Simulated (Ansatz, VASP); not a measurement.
## One calculation of SiO2, two programs

File INCAR:

```
SYSTEM = SiO2
  PREC = Accurate
  ENCUT = 600
  EDIFF = 1E-7
  ISMEAR = 0
  SIGMA = 0.02
  LREAL = .False.
  LASPH = .True.
  NELM = 80
  ALGO = Normal
  ISIF = 3
  LWAVE = .False.
  LCHARG = .False.
  GGA = PE
  IBRION = 2
  NSW = 100
  EDIFFG = -0.002
```

The input KPOINTS:

```
Automatic mesh
0
Gamma
  6 6 8
  0 0 0
```

POSCAR

```
SiO2
1.0
    4.2321948766      0.0000000000      0.0000000000
    0.0000000000      4.2321948766      0.0000000000
    0.0000000000      0.0000000000      2.6917479237
Si O
2 4
Direct
    0.0000000000      0.0000000000      0.0000000000
    0.5000000000      0.5000000000      0.5000000000
    0.3069969634      0.3069969634      0.0000000000
    0.1930030366      0.8069969634      0.5000000000
    0.6930030366      0.6930030366      0.0000000000
    0.8069969634      0.1930030366      0.5000000000
```

Input for Ansatz:

```yaml
crystal:
  lattice:
    - [4.2321948766, 0.0, 0.0]
    - [0.0, 4.2321948766, 0.0]
    - [0.0, 0.0, 2.6917479237]
  atoms:
    - { symbol: Si, position: [0.0, 0.0, 0.0] }
    - { symbol: Si, position: [0.5, 0.5, 0.5] }
    - { symbol: O, position: [0.3069969634, 0.3069969634, 0.0] }
    - { symbol: O, position: [0.1930030366, 0.8069969634, 0.5] }
    - { symbol: O, position: [0.6930030366, 0.6930030366, 0.0] }
    - { symbol: O, position: [0.8069969634, 0.1930030366, 0.5] }
basis:
  ecutwfc: 420
kpoints:
  mp_grid: { grid: [6, 6, 8] }
hamiltonian:
  xc: pbe
  pseudopotentials: { kind: paw, azcp: { folder: soft_1 } }
scf:
  occupations: { method: gaussian, width: 0.02 }
output:
  forces: true
  stress: true
  eigenvalues: true
relax:
  adjacent_minimum: "off"
  f_tol: 0.002
  max_steps: 80
  cell: { stress_tol: 0.02 }
```

Alike in both runs: task relaxation of cell and atoms; functional PBE; k mesh 6 × 6 × 8; occupations gaussian, width 0.02 eV; no spin polarisation.

|  | VASP | Ansatz |
| --- | --- | --- |
| version | VASP 6.6.1 | Ansatz 0.2.0 |
| potentials or method | VASP PAW PBE potentials, release 64 (Si, O), cutoff 600 eV | scalar-relativistic, plane waves, PAW |
| valence electrons in the cell | 32 | 32 |

Ansatz gave:

```
gap on the k mesh at the Fermi level, each at its own relaxed structure (eV) : 5.05
relaxed volume (Å³/atom)                                                     : 8.04
relaxed cell length with the largest relative difference (Å)                 : 4.236
```

Question: Estimate VASP's values.

Answer: gap on the k mesh at the Fermi level, each at its own relaxed structure (eV): 5.04; relaxed volume (Å³/atom): 8.03; relaxed cell length with the largest relative difference (Å): 4.231.
